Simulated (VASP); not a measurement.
# CdSiN2 (P-4m2) in VASP: notebook

Aim: see how the results for CdSiN2 move with the level of theory and the settings. Levels: PBE, r2SCAN. Tasks: single point.

Everything below comes from runs of VASP 6.6.1. Logs are shortened: lines on timing, memory, paths and dates and some standing lists are left out, and cuts for length are marked.

## Step 1: The cell of the first run

The structure is tetragonal, space group P-4m2 (No. 115). The conventional cell has a = 3.034 Å, b = 3.034 Å, c = 5.110 Å, α = 90.00°, β = 90.00°, γ = 90.00°. Within 2.9 Å of Cd (site symmetry -4m2) lie 4 N at 2.23 Å. N (site symmetry 2mm) has 2 Si at 1.77 Å and 2 Cd at 2.23 Å within 2.4 Å. Si (site symmetry -4m2) has 4 N at 1.77 Å within 2.4 Å.

## Step 2: Single point, PBE

INCAR

```
ALGO = Normal ; EDIFF = 1E-6
ENCUT = 520 ; GGA = PE
ISIF = 2 ; ISMEAR = -1
LASPH = T ; LCHARG = F
LREAL = F ; LWAVE = F
NBANDS = 21 ; NELM = 100
PREC = Accurate ; SIGMA = 0.02
```

KPOINTS

```
k-points
0
Gamma
  8 8 6
```

POSCAR

```
CdSiN2
1.0
    3.0339884445      0.0000000000      0.0000000000
    0.0000000000      3.0339884445      0.0000000000
    0.0000000000      0.0000000000      5.1102333224
Cd N Si
1 2 1
Direct
    0.0000000000      0.0000000000      0.0000000000
    0.0000000000      0.5000000000      0.3197391382
    0.5000000000      0.0000000000      0.6802608618
    0.5000000000      0.5000000000      0.5000000000
```

Potentials or basis: VASP PAW PBE potentials, release 64 (Cd, N, Si).

On the command line:

```
cat potpaw_PBE.64/Cd/POTCAR potpaw_PBE.64/N/POTCAR potpaw_PBE.64/Si/POTCAR > POTCAR
mpirun -np 1 vasp_std > vasp.out
```

OUTCAR:

```text
EDIFF = 1E-6
   ENCUT = 520
   GGA = PE
   ISIF = 2
   ISMEAR = -1
   LASPH = T
   LREAL = F
   NELM = 100
   PREC = Accurate

 ion  position               nearest neighbor table
   1  0.000  0.000  0.000-   2 2.23   3 2.23   2 2.23   3 2.23   4 3.34   4 3.34   4 3.34   4 3.34
                             4 3.34   4 3.34   4 3.34   4 3.34
   2  0.000  0.500  0.320-   4 1.77   4 1.77   1 2.23   1 2.23
   3  0.500  0.000  0.680-   4 1.77   4 1.77   1 2.23   1 2.23
   4  0.500  0.500  0.500-   2 1.77   3 1.77   3 1.77   2 1.77   1 3.34   1 3.34   1 3.34   1 3.34
                             1 3.34   1 3.34   1 3.34   1 3.34

  LATTYP: Found a simple tetragonal cell.
 ALAT       =     3.0339884445
 C/A-ratio  =     1.6843285385

  Lattice vectors:

 A1 = (   3.0339884445,   0.0000000000,   0.0000000000)
 A2 = (   0.0000000000,   3.0339884445,   0.0000000000)
 A3 = (   0.0000000000,   0.0000000000,   5.1102333224)

Analysis of symmetry for initial positions (statically):
=====================================================================
 Subroutine PRICEL returns:
 Original cell was already a primitive cell.

 Routine SETGRP: Setting up the symmetry group for a
 simple tetragonal supercell.

 Subroutine GETGRP returns: Found  8 space group operations
 (whereof  8 operations were pure point group operations)
 out of a pool of 16 trial point group operations.

The static configuration has the point symmetry D_2d.

Analysis of symmetry for dynamics (positions and initial velocities):
=====================================================================
 Subroutine PRICEL returns:
 Original cell was already a primitive cell.

 Routine SETGRP: Setting up the symmetry group for a
 simple tetragonal supercell.

 Subroutine GETGRP returns: Found  8 space group operations
 (whereof  8 operations were pure point group operations)
 out of a pool of 16 trial point group operations.

The dynamic configuration has the point symmetry D_2d.

 Subroutine INISYM returns: Found  8 space group operations
 (whereof  8 operations are pure point group operations),
 and found     1 'primitive' translations

----------------------------------------------------------------------------------------
[... 80 lines left out ...]
   number of dos      NEDOS =    301   number of ions     NIONS =      4
   total plane-waves  NPLWV =  23040
   dimension x,y,z NGX =    24 NGY =   24 NGZ =   40
   dimension x,y,z NGXF=    48 NGYF=   48 NGZF=   80
   ions per type =               1   2   1
   NGX,Y,Z   is equivalent  to a cutoff of  13.15, 13.15, 13.01 a.u.
   NGXF,Y,Z  is equivalent  to a cutoff of  26.30, 26.30, 26.03 a.u.
 SYSTEM =  unknown system
   PREC   = accura    normal or accurate (medium, high low for compatibility)
   ISTART =      0    job   : 0-new  1-cont  2-samecut
   ICHARG =      2    charge: 1-file 2-atom 10-const
   ISPIN  =      1    spin polarized calculation?
   LNONCOLLINEAR =      F non collinear calculations
   LSORBIT =      F    spin-orbit coupling
   LASPH  =      T    aspherical Exc in radial PAW
   ENCUT  =  520.0 eV  38.22 Ry    6.18 a.u.   5.64  5.64  9.50*2*pi/ulx,y,z
   NELM   =    100;   NELMIN=  2; NELMDL= -5     # of ELM steps
   EDIFF  = 0.1E-05   stopping-criterion for ELM
   LREAL  =      F    real-space projection
[... 7 lines left out ...]
   TEBEG  =    0.0;   TEEND  =   0.0 temperature during run
   PSTRESS=    0.0 pullay stress
   NELECT =      26.0000    total number of electrons
   NUPDOWN=      -1.0000    fix difference up-down
   EMIN   =  10.00;   EMAX   =-10.00  energy-range for DOS
   EFERMI =   0.00;   METHOD = LEGACY
   ISMEAR =    -1;   SIGMA  =   0.02  broadening in eV -4-tet -1-fermi 0-gaus
   EFERMI_NEDOS =   21; number of points for ismear=-14 and -15
   IALGO  =     38    algorithm
   IMIX   =      4    mixing-type and parameters
     AMIX     =   0.40;   BMIX     =  1.00
     AMIX_MAG =   1.60;   BMIX_MAG =  1.00
  volume/ion in A,a.u.               =      11.76        79.36
  Fermi-wavevector in a.u.,A,eV,Ry     =   1.343517  2.538879 24.559023  1.805037
  Thomas-Fermi vector in A             =   2.471584
   LORBIT       =      0    0 simple, 1 ext, 2 COOP (PROOUT), +10 PAW based schemes
   GGA     = PE    functional components
   LHFCALC =     F    Hartree Fock is set to
   AEXX    =    0.0000 exact exchange contribution
   IVDW    =     0    specifies the selected vdW correction
   LEPSILON=     F    determine dielectric tensor
   LRPA    =     F    only Hartree local field effects (RPA)
 non-spin polarized calculation
  energy-cutoff  :      520.00
  volume of cell :       47.04
 maximum number of plane-waves:      1288
 NGX is ok and might be reduce to    24
   NGX = 11   NGY = 11   NGZ = 19

 number of electron      25.9999995 magnetization

 Free energy of the ion-electron system (eV)
  ---------------------------------------------------
  ext. energy  EPLUGINS =         0.00000000
  ---------------------------------------------------
  free energy    TOTEN  =       -24.28590821 eV

  energy without entropy =      -24.28590821  energy(sigma->0) =      -24.28590821

 E-fermi :   5.7188     XC(G=0): -11.4389

 val. band max:        5.2435547688   @ k =   0.5000   0.0000   0.5000
 cond. band min:       6.4250461272   @ k =   0.0000   0.0000   0.0000
 fundamental gap:      1.1814913584
 Fermi energy:         5.7188101990

 k-point     1 :       0.0000    0.0000    0.0000
  band No.  band energies     occupation
      1     -11.7489      2.00000
      2      -8.7677      2.00000
      3      -3.3216      2.00000
      4      -2.9864      2.00000
      5      -2.4143      2.00000
      6      -2.4143      2.00000
[... 565 lines left out ...]
     20      16.6044      0.00000
     21      18.8278      0.00000

 [... further k-points ...]
[... 5 lines left out ...]
  --------------------------------------------------------------------------------------
  -------------------------------------------------------------------------------------
  Total        1.5503939      1.5503939      1.5820412      0.0000000      0.0000000     -0.0000000
  in kB       52.8060957     52.8060957     53.8839953      0.0000000      0.0000000     -0.0000000
  external PRESSURE =      53.1653956 kB  Pullay stress =       0.0000000 kB

 VOLUME and BASIS-vectors are now :
 -----------------------------------------------------------------------------
  energy-cutoff  :      520.00
  volume of cell :       47.04
      direct lattice vectors                 reciprocal lattice vectors
     3.033988444  0.000000000  0.000000000     0.329599146  0.000000000  0.000000000
     0.000000000  3.033988444  0.000000000     0.000000000  0.329599146  0.000000000
     0.000000000  0.000000000  5.110233322     0.000000000  0.000000000  0.195685781

 POSITION                                       TOTAL-FORCE (eV/Angst)
 -----------------------------------------------------------------------------------
      0.00000      0.00000      0.00000        -0.000000      0.000000      0.000000
      0.00000      1.51699      1.63394         0.000000      0.000000      0.021054
      1.51699      0.00000      3.47629        -0.000000      0.000000     -0.021054
      1.51699      1.51699      2.55512        -0.000000     -0.000000      0.000000
 -----------------------------------------------------------------------------------
    total drift:                                0.000000      0.000000      0.000000

  FREE ENERGIE OF THE ION-ELECTRON SYSTEM (eV)
  ---------------------------------------------------
  free  energy   TOTEN  =       -24.2859082140 eV

  energy  without entropy=      -24.2859082140  energy(sigma->0) =      -24.28590821
```

Wall time 16 s (1 thread of Intel Xeon 6975P-C (Granite Rapids), shared host); peak memory 0.2 GiB.

Results:

```yaml
Free_energy: -24.2859 eV
Pressure: 5.3 GPa
Largest_force: 0.021 eV/Å
Band_gap_on_the_k_mesh: 1.18 eV, indirect (least direct gap 1.22 eV)
```

Forces in eV/Å, atoms in the order of the input:
```
Cd   0.000  0.000  0.000
N    0.000  0.000  0.021
N    0.000  0.000 -0.021
Si   0.000  0.000  0.000
```

Stress tensor (GPa, compression positive):
```
5.28 0.00 0.00
0.00 5.28 0.00
0.00 0.00 5.39
```

Levels at points of the mesh, in eV from the valence-band top:
```
           k point  band 9  band 10  band 11  band 12  band 13  band 14  band 15  band 16  band 17  band 18
(0.00, 0.00, 0.00)   -3.96    -3.96    -2.51    -0.04    -0.04     1.18     4.35     6.29    10.77    11.00
(0.50, 0.00, 0.00)   -4.94    -3.28    -3.21    -3.09    -0.10     4.11     5.29     5.40     9.40    10.05
(0.50, 0.50, 0.00)   -5.01    -3.77    -2.50    -2.50    -1.67     2.89     2.89     6.61     7.26    10.72
(0.00, 0.00, 0.50)   -3.86    -3.61    -3.61    -0.47    -0.47     3.67     4.06     4.22     8.20    11.83
(0.50, 0.00, 0.50)   -5.34    -3.23    -1.88    -1.40     0.00     3.22     3.99     6.18     9.00     9.35
(0.50, 0.50, 0.50)   -4.60    -4.23    -3.41    -3.41    -1.83     5.55     5.55     7.51     7.51     8.44
```

A k mesh can miss the band edges. PBE gaps usually lie below the measured ones, often by a third to a half.

## Step 3: Single point, r2SCAN

POSCAR is that of step 2.

INCAR.step1

```
ALGO = Normal
EDIFF = 1E-4
ENCUT = 520
GGA = PE
ISMEAR = -1
LASPH = True
LCHARG = False
LREAL = False
LWAVE = True
NBANDS = 21
NELM = 80
PREC = Accurate
SIGMA = 0.02
```

INCAR.step2

```
ALGO = Normal
EDIFF = 1E-6
ENCUT = 520
ISIF = 2
ISMEAR = -1
ISTART = 1
LASPH = True
LCHARG = False
LMIXTAU = True
LREAL = False
LWAVE = False
METAGGA = R2SCAN
NBANDS = 21
NELM = 80
PREC = Accurate
SIGMA = 0.02
```

KPOINTS

```
k-points
0
Gamma
  8 8 4
```

Potentials or basis: VASP PAW PBE potentials, release 64 (Cd, N, Si).

On the command line:

```
cat potpaw_PBE.64/Cd/POTCAR potpaw_PBE.64/N/POTCAR potpaw_PBE.64/Si/POTCAR > POTCAR
cp INCAR.step1 INCAR
mpirun -np 1 vasp_std > vasp.out
cp INCAR.step2 INCAR
mpirun -np 1 vasp_std > vasp.out
```

It took 45 s on 1 thread of Intel Xeon 6975P-C (Granite Rapids), shared host; peak memory 0.19 GiB.

Results (log left out):

```
Free energy            : -49.3624 eV
Pressure               : 0.9 GPa
Largest force          : 0.117 eV/Å
Band gap on the k mesh : 1.55 eV, indirect (least direct gap 1.58 eV)
```

Forces in eV/Å, atoms in the order of the input:
```
Cd   0.000  0.000  0.000
N    0.000  0.000  0.117
N    0.000  0.000 -0.117
Si   0.000  0.000  0.000
```

Stress tensor (GPa, compression positive):
```
0.76 0.00 0.00
0.00 0.76 0.00
0.00 0.00 1.31
```

Levels at points of the mesh, in eV from the valence-band top:
```tsv
k point	band 10	band 11	band 12	band 13	band 14	band 15	band 16	band 17
(0.00, 0.00, 0.00)	-4.08	-2.50	-0.03	-0.03	1.55	4.88	6.98	11.57
(0.50, 0.00, 0.00)	-3.30	-3.29	-3.09	-0.10	4.59	5.79	6.03	10.17
(0.50, 0.50, 0.00)	-3.87	-2.54	-2.54	-1.70	3.37	3.37	7.24	7.75
(0.00, 0.00, 0.50)	-3.72	-3.72	-0.48	-0.48	4.08	4.64	4.79	8.98
(0.50, 0.00, 0.50)	-3.32	-1.89	-1.40	0.00	3.67	4.48	6.84	9.79
(0.50, 0.50, 0.50)	-4.32	-3.42	-3.42	-1.85	6.07	6.07	8.15	8.15
```

Caveat: the PAW data sets were made with another functional, which shifts forces and pressure a little. A k mesh can miss the band edges.
